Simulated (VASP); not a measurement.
Ge4P3: single point with PBE

Ge4P3:

```
Ge P
1.0
     4.51480    0.00000    0.00000
     0.00000    4.51480    0.00000
     0.00000    0.00000    4.51480
Ge P
4 3
Direct
  0.50000 0.50000 0.00000
  0.00000 0.50000 0.50000
  0.50000 0.00000 0.50000
  0.50000 0.50000 0.50000
  0.50000 0.00000 0.00000
  0.00000 0.50000 0.00000
  0.00000 0.00000 0.50000
```

The cell was built from a structure type or drawn by symmetry, and may not be a known phase.

```json
{
 "Program": "VASP 6.6.1",
 "Task": "single point",
 "Functional": "PBE",
 "Potentials or basis": "VASP PAW PBE potentials, release 64 (Ge_d, P)",
 "Cutoff": "520 eV",
 "k mesh": "4 × 4 × 4",
 "Occupations": "gaussian, width 0.1 eV",
 "Spin": "no spin polarisation"
}
```

```json
{
  "Pressure": "71.7 GPa",
  "Band gap on the k mesh": "zero (an odd number of electrons rules out a gap without spin polarisation)"
}
```

Levels at points of the mesh, in eV from the Fermi level:
| k point | band 33 | band 34 | band 35 | band 36 | band 37 | band 38 |
| --- | --- | --- | --- | --- | --- | --- |
| (0.00, 0.00, 0.00) | -2.77 | -2.77 | -2.77 | 1.07 | 1.07 | 1.07 |
| (0.50, 0.00, 0.00) | -2.99 | -1.73 | -0.79 | -0.79 | 0.09 | 0.79 |
| (0.50, 0.50, 0.00) | -1.35 | -0.48 | 0.12 | 0.12 | 1.57 | 1.57 |
| (0.50, 0.50, 0.50) | 0.86 | 0.86 | 1.19 | 1.19 | 1.19 | 1.42 |

It took 41 s on 1 thread of Intel(R) Xeon(R) Platinum 8488C (Sapphire Rapids), on a shared host, peak memory 0.2 GiB.

Caveat: the cell stands under pressure.
